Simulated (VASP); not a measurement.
# NaH (P6_3/mmc) in VASP: settings compared

The runs below take NaH through single point, with r2SCAN, PBE.

All numbers are computed with VASP 6.6.1; they aren't measurements. Logs are shortened: lines on timing, memory, paths and dates and some standing lists are left out, and cuts for length are marked.

## (1) The cell of the first run

Symmetry: P6_3/mmc, No. 194, hexagonal system. The conventional cell has a = 3.992 Å, b = 3.992 Å, c = 4.876 Å, α = 90.00°, β = 90.00°, γ = 120.00°. Na (site symmetry -6m2) has 5 H at 2.31 to 2.44 Å within 3.0 Å. Within 3.0 Å of H (site symmetry -6m2) lie 5 Na at 2.31 to 2.44 Å.

## (2) Single point, r2SCAN (volume changed by +3%)

POSCAR reads:

```
NaH
1.0
    3.9924514829      0.0000000000      0.0000000000
   -1.9962257414      3.4575644076      0.0000000000
    0.0000000000      0.0000000000      4.8761320738
Na H
2 2
Direct
    0.3333333333      0.6666666667      0.2500000000
    0.6666666667      0.3333333333      0.7500000000
    0.6666666667      0.3333333333      0.2500000000
    0.3333333333      0.6666666667      0.7500000000
```

INCAR.step1 reads:

```
SYSTEM = NaH
PREC     = Accurate       ! precision mode
ENCUT    = 520            ! plane-wave cutoff, eV
ISMEAR   = 0              ! smearing method
SIGMA    = 0.01           ! smearing width, eV
LREAL    = .FALSE.        ! projectors in reciprocal space
LASPH    = .TRUE.         ! aspherical terms in the spheres
NELM     = 60             ! most SCF steps
NBANDS   = 16             ! bands
GGA      = PE             ! functional
ALGO     = Normal         ! electronic algorithm
EDIFF    = 1E-4           ! SCF threshold, eV
LWAVE    = .TRUE.         ! write WAVECAR
LCHARG   = .FALSE.        ! write CHGCAR
```

INCAR.step2 reads:

```
SYSTEM = NaH
PREC     = Accurate       ! precision mode
ENCUT    = 520            ! plane-wave cutoff, eV
EDIFF    = 1E-6           ! SCF threshold, eV
ISMEAR   = 0              ! smearing method
SIGMA    = 0.01           ! smearing width, eV
LREAL    = .FALSE.        ! projectors in reciprocal space
LASPH    = .TRUE.         ! aspherical terms in the spheres
NELM     = 60             ! most SCF steps
ALGO     = Normal         ! electronic algorithm
ISIF     = 2              ! what is computed and relaxed
LWAVE    = .FALSE.        ! write WAVECAR
LCHARG   = .TRUE.         ! write CHGCAR
METAGGA  = R2SCAN         ! meta-GGA
LMIXTAU  = .TRUE.       
LELF     = .TRUE.         ! ELF
LVHAR    = .TRUE.       
NBANDS   = 16             ! bands
ISTART   = 1
```

KPOINTS reads:

```
regular mesh
0
G
  6 6 4
  0 0 0
```

Potentials or basis: VASP PAW PBE potentials, release 64 (Na_pv, H).

Command:

```bash
$ cat potpaw_PBE.64/Na_pv/POTCAR potpaw_PBE.64/H/POTCAR > POTCAR
$ cp INCAR.step1 INCAR
$ mpirun -np 1 vasp_std > vasp.out
$ cp INCAR.step2 INCAR
$ mpirun -np 1 vasp_std > vasp.out
```

OUTCAR:

```text
SYSTEM = NaH
   PREC = Accurate
   ENCUT = 520
   EDIFF = 1E-6
   ISMEAR = 0
   LREAL = .FALSE.
   LASPH = .TRUE.
   NELM = 60
   ISIF = 2
   METAGGA = R2SCAN
   ISTART = 1

 ion  position               nearest neighbor table
   1  0.333  0.667  0.250-
   2  0.667  0.333  0.750-
   3  0.667  0.333  0.250-
   4  0.333  0.667  0.750-

  LATTYP: Found a hexagonal cell.
 ALAT       =     3.9924514829
 C/A-ratio  =     1.2213378408

  Lattice vectors:

 A1 = (   3.9924514829,   0.0000000000,   0.0000000000)
 A2 = (  -1.9962257414,   3.4575644076,   0.0000000000)
 A3 = (   0.0000000000,   0.0000000000,   4.8761320738)

Analysis of symmetry for initial positions (statically):
=====================================================================
 Subroutine PRICEL returns:
 Original cell was already a primitive cell.

 Routine SETGRP: Setting up the symmetry group for a
 hexagonal supercell.

 Subroutine GETGRP returns: Found 24 space group operations
 (whereof 12 operations were pure point group operations)
 out of a pool of 24 trial point group operations.

The static configuration has the point symmetry D_3d.
 The point group associated with its full space group is D_6h.

Analysis of symmetry for dynamics (positions and initial velocities):
=====================================================================
 Subroutine PRICEL returns:
 Original cell was already a primitive cell.

 Routine SETGRP: Setting up the symmetry group for a
 hexagonal supercell.

 Subroutine GETGRP returns: Found 24 space group operations
 (whereof 12 operations were pure point group operations)
 out of a pool of 24 trial point group operations.

The dynamic configuration has the point symmetry D_3d.
 The point group associated with its full space group is D_6h.

 Subroutine INISYM returns: Found 24 space group operations
 (whereof 12 operations are pure point group operations),
 and found     1 'primitive' translations

----------------------------------------------------------------------------------------

                                     Primitive cell

  volume of cell :      67.3109

  direct lattice vectors                    reciprocal lattice vectors
     3.992451483  0.000000000  0.000000000     0.250472674  0.144610466  0.000000000
    -1.996225741  3.457564408  0.000000000     0.000000000  0.289220932  0.000000000
     0.000000000  0.000000000  4.876132074     0.000000000  0.000000000  0.205080581

  length of vectors
     3.992451483  3.992451483  4.876132074     0.289220932  0.289220932  0.205080581

  position of ions in fractional coordinates (direct lattice)
     0.333333333  0.666666667  0.250000000
     0.666666667  0.333333333  0.750000000
     0.666666667  0.333333333  0.250000000
     0.333333333  0.666666667  0.750000000

  ion indices of the primitive-cell ions
   primitive index   ion index
                 1           1
                 2           2
                 3           3
                 4           4

----------------------------------------------------------------------------------------

 KPOINTS: regular mesh

Automatic generation of k-mesh.
 Grid dimensions read from file:
 generate k-points for:    6    6    4

 Generating k-lattice:

  Cartesian coordinates                     Fractional coordinates (reciprocal lattice)
     0.041745446  0.024101744  0.000000000     0.166666667  0.000000000  0.000000000
     0.000000000  0.048203489  0.000000000     0.000000000  0.166666667  0.000000000
     0.000000000  0.000000000  0.051270145     0.000000000  0.000000000  0.250000000

  Length of vectors
     0.048203489  0.048203489  0.051270145

  Shift w.r.t. Gamma in fractional coordinates (k-lattice)
     0.000000000  0.000000000  0.000000000

 Subroutine IBZKPT returns following result:
 ===========================================

 Found     21 irreducible k-points:

 Following reciprocal coordinates:
            Coordinates               Weight
  0.000000  0.000000  0.000000      1.000000
  0.166667 -0.000000  0.000000      6.000000
  0.333333 -0.000000  0.000000      6.000000
  0.500000  0.000000  0.000000      3.000000
  0.166667  0.166667  0.000000      6.000000
  0.333333  0.166667  0.000000     12.000000
[... 13 lines left out ...]
  0.333333  0.166667  0.500000     12.000000
  0.333333  0.333333  0.500000      2.000000
   k-points           NKPTS =     21   k-points in BZ     NKDIM =     21   number of bands    NBANDS=     16
   number of dos      NEDOS =    301   number of ions     NIONS =      4
   total plane-waves  NPLWV =  32400
   dimension x,y,z NGX =    30 NGY =   30 NGZ =   36
   dimension x,y,z NGXF=    60 NGYF=   60 NGZF=   72
   ions per type =               2   2
   NGX,Y,Z   is equivalent  to a cutoff of  12.49, 12.49, 12.27 a.u.
   NGXF,Y,Z  is equivalent  to a cutoff of  24.98, 24.98, 24.55 a.u.
 SYSTEM =  NaH
   PREC   = accura    normal or accurate (medium, high low for compatibility)
   ISTART =      1    job   : 0-new  1-cont  2-samecut
   ICHARG =      0    charge: 1-file 2-atom 10-const
   ISPIN  =      1    spin polarized calculation?
   LNONCOLLINEAR =      F non collinear calculations
   LSORBIT =      F    spin-orbit coupling
   LASPH  =      T    aspherical Exc in radial PAW
   ENCUT  =  520.0 eV  38.22 Ry    6.18 a.u.   7.42  7.42  9.07*2*pi/ulx,y,z
   NELM   =     60;   NELMIN=  2; NELMDL=  0     # of ELM steps
   EDIFF  = 0.1E-05   stopping-criterion for ELM
   LREAL  =      F    real-space projection
   EDIFFG = 0.1E-04   stopping-criterion for IOM
   NSW    =      0    number of steps for IOM
   IBRION =     -1    ionic relax: 0-MD 1-quasi-New 2-CG
   NFREE  =      0    steps in history (QN), initial steepest desc. (CG)
   ISIF   =      2    stress and relaxation
   ISYM   =      2    0-nonsym 1-usesym 2-fastsym
   POTIM  = 0.5000    time-step for ionic-motion
   TEBEG  =    0.0;   TEEND  =   0.0 temperature during run
   PSTRESS=    0.0 pullay stress
   NELECT =      16.0000    total number of electrons
   NUPDOWN=      -1.0000    fix difference up-down
   EMIN   =  10.00;   EMAX   =-10.00  energy-range for DOS
   EFERMI =   0.00;   METHOD = LEGACY
   ISMEAR =     0;   SIGMA  =   0.01  broadening in eV -4-tet -1-fermi 0-gaus
   EFERMI_NEDOS =   21; number of points for ismear=-14 and -15
   IALGO  =     38    algorithm
   IMIX   =      4    mixing-type and parameters
     AMIX     =   0.40;   BMIX     =  1.00
     AMIX_MAG =   1.60;   BMIX_MAG =  1.00
  volume/ion in A,a.u.               =      16.83       113.56
  Fermi-wavevector in a.u.,A,eV,Ry     =   1.014113  1.916396 13.992575  1.028425
  Thomas-Fermi vector in A             =   2.147322
   LORBIT       =      0    0 simple, 1 ext, 2 COOP (PROOUT), +10 PAW based schemes
   METAGGA = R2SCAN    functional components
   LHFCALC =     F    Hartree Fock is set to
   AEXX    =    0.0000 exact exchange contribution
   IVDW    =     0    specifies the selected vdW correction
   LEPSILON=     F    determine dielectric tensor
   LRPA    =     F    only Hartree local field effects (RPA)
 non-spin polarized calculation
 Gauss-broadening in eV      SIGMA  =   0.01
  energy-cutoff  :      520.00
  volume of cell :       67.31
 maximum number of plane-waves:      1842
 NGX is ok and might be reduce to    30
   NGX = 15   NGY = 15   NGZ = 19

 number of electron      15.9999997 magnetization

 Free energy of the ion-electron system (eV)
  ---------------------------------------------------
  ext. energy  EPLUGINS =         0.00000000
  ---------------------------------------------------
  free energy    TOTEN  =       -15.04799540 eV

  energy without entropy =      -15.04799540  energy(sigma->0) =      -15.04799540

 E-fermi :  -1.7349     XC(G=0):  -7.3651

 val. band max:       -1.8322952603   @ k =   0.1667  -0.0000   0.0000
 cond. band min:       1.8356461745   @ k =   0.3333   0.3333   0.0000
 fundamental gap:      3.6679414348
 Fermi energy:        -1.7348758002

 k-point     1 :       0.0000    0.0000    0.0000
  band No.  band energies     occupation
      1     -24.9673      2.00000
      2     -24.9338      2.00000
      3     -24.9335      2.00000
      4     -24.9096      2.00000
      5     -24.9093      2.00000
      6     -24.8935      2.00000
[... 8 lines left out ...]
     15       9.5539      0.00000
     16      14.2380      0.00000

 k-point     2 :       0.1667   -0.0000    0.0000
  band No.  band energies     occupation
      1     -24.9625      2.00000
      2     -24.9369      2.00000
      3     -24.9361      2.00000
      4     -24.9143      2.00000
      5     -24.9090      2.00000
      6     -24.8975      2.00000
[... 8 lines left out ...]
     15      11.4622      0.00000
     16      12.2246      0.00000

 k-point     3 :       0.3333   -0.0000    0.0000
  band No.  band energies     occupation
      1     -24.9504      2.00000
      2     -24.9439      2.00000
      3     -24.9405      2.00000
      4     -24.9238      2.00000
      5     -24.9083      2.00000
      6     -24.9079      2.00000
[... 8 lines left out ...]
     15      10.9913      0.00000
     16      12.1118      0.00000

 k-point     4 :       0.5000    0.0000    0.0000
  band No.  band energies     occupation
      1     -24.9475      2.00000
      2     -24.9425      2.00000
      3     -24.9410      2.00000
      4     -24.9284      2.00000
      5     -24.9166      2.00000
      6     -24.9081      2.00000
[... 8 lines left out ...]
     15      10.6459      0.00000
     16      11.7673      0.00000
[... 267 lines left out ...]
 k-point    19 :       0.1667    0.1667    0.5000
  band No.  band energies     occupation
      1     -24.9555      2.00000
      2     -24.9555      2.00000
      3     -24.9250      2.00000
      4     -24.9250      2.00000
      5     -24.9064      2.00000
      6     -24.9064      2.00000
[... 8 lines left out ...]
     15      11.5969      0.00000
     16      11.5969      0.00000

 k-point    20 :       0.3333    0.1667    0.5000
  band No.  band energies     occupation
      1     -24.9638      2.00000
      2     -24.9638      2.00000
      3     -24.9280      2.00000
      4     -24.9280      2.00000
      5     -24.9018      2.00000
      6     -24.9018      2.00000
[... 8 lines left out ...]
     15      12.8056      0.00000
     16      12.8056      0.00000

 k-point    21 :       0.3333    0.3333    0.5000
  band No.  band energies     occupation
      1     -24.9650      2.00000
      2     -24.9650      2.00000
      3     -24.9312      2.00000
      4     -24.9312      2.00000
      5     -24.8997      2.00000
      6     -24.8997      2.00000
[... 8 lines left out ...]
     15      13.0960      0.00000
     16      13.0960      0.00000

------------------------ aborting loop because EDIFF is reached ----------------------------------------

  FORCE on cell =-STRESS in cart. coord.  units (eV):
  Direction    XX          YY          ZZ          XY          YZ          ZX
  --------------------------------------------------------------------------------------
  -------------------------------------------------------------------------------------
  Total       -0.3134767     -0.3134767     -0.3674111     -0.0000000     -0.0000000      0.0000000
  in kB       -7.4615739     -7.4615739     -8.7453566     -0.0000000     -0.0000000      0.0000000
  external PRESSURE =      -7.8895014 kB  Pullay stress =       0.0000000 kB

 VOLUME and BASIS-vectors are now :
 -----------------------------------------------------------------------------
  energy-cutoff  :      520.00
  volume of cell :       67.31
      direct lattice vectors                 reciprocal lattice vectors
     3.992451483  0.000000000  0.000000000     0.250472674  0.144610466  0.000000000
    -1.996225741  3.457564408  0.000000000     0.000000000  0.289220932  0.000000000
     0.000000000  0.000000000  4.876132074     0.000000000  0.000000000  0.205080581

 POSITION                                       TOTAL-FORCE (eV/Angst)
 -----------------------------------------------------------------------------------
     -0.00000      2.30504      1.21903        -0.000000      0.000000      0.000000
      1.99623      1.15252      3.65710         0.000000     -0.000000      0.000000
      1.99623      1.15252      1.21903        -0.000000     -0.000000      0.000000
     -0.00000      2.30504      3.65710        -0.000000      0.000000      0.000000
 -----------------------------------------------------------------------------------
    total drift:                                0.000000     -0.000000      0.000000

  FREE ENERGIE OF THE ION-ELECTRON SYSTEM (eV)
  ---------------------------------------------------
  free  energy   TOTEN  =       -15.0479953996 eV

  energy  without entropy=      -15.0479953996  energy(sigma->0) =      -15.04799540
```

Run time: 3.2 min. Hardware: 1 thread of AMD EPYC 7R13, shared host; peak memory 0.15 GiB.

What came out:

| Quantity | Value |
| --- | --- |
| Free energy | -15.0480 eV |
| Pressure | -0.8 GPa |
| Band gap on the k mesh | 3.67 eV, indirect (least direct gap 4.55 eV) |

Caveat: the PAW data sets were made with another functional, which shifts forces and pressure a little. A k mesh can miss the band edges.

(Part 1 of 2 ends here.)
